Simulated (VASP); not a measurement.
A run of VASP 6.6.1:

File INCAR:

```
SYSTEM = Au
PREC = Accurate
ENCUT = 600
EDIFF = 1E-7
ISMEAR = -1
SIGMA = 0.1
LREAL = .False.
LASPH = .True.
NELM = 80
ALGO = Normal
ISIF = 3
LWAVE = .False.
LCHARG = .False.
GGA = RP
IBRION = 2
NSW = 80
EDIFFG = -0.01
```

Contents of KPOINTS:

```
Automatic mesh
0
Gamma
  13 13 13
  0 0 0
```

The input POSCAR:

```
Au
1.0
    0.0000000000      2.0350000000      2.0350000000
    2.0350000000      0.0000000000      2.0350000000
    2.0350000000      2.0350000000      0.0000000000
Au
1
Direct
    0.0000000000      0.0000000000      0.0000000000
```

Potentials or basis: VASP PAW PBE potentials, release 64 (Au).

Launch:

```console
$ cat potpaw_PBE.64/Au/POTCAR > POTCAR
$ mpirun -np 1 vasp_std > vasp.out
```

Hardware: 1 thread of Intel(R) Xeon(R) Platinum 8488C (Sapphire Rapids) (shared host).

Problem. How long does it take, and how much memory?

Solution. Run time: 20 s on 1 thread of Intel(R) Xeon(R) Platinum 8488C (Sapphire Rapids), with other jobs on the host, peak memory 0.16 GiB. Counts: scf iterations 35, k points 84, ion steps 4.
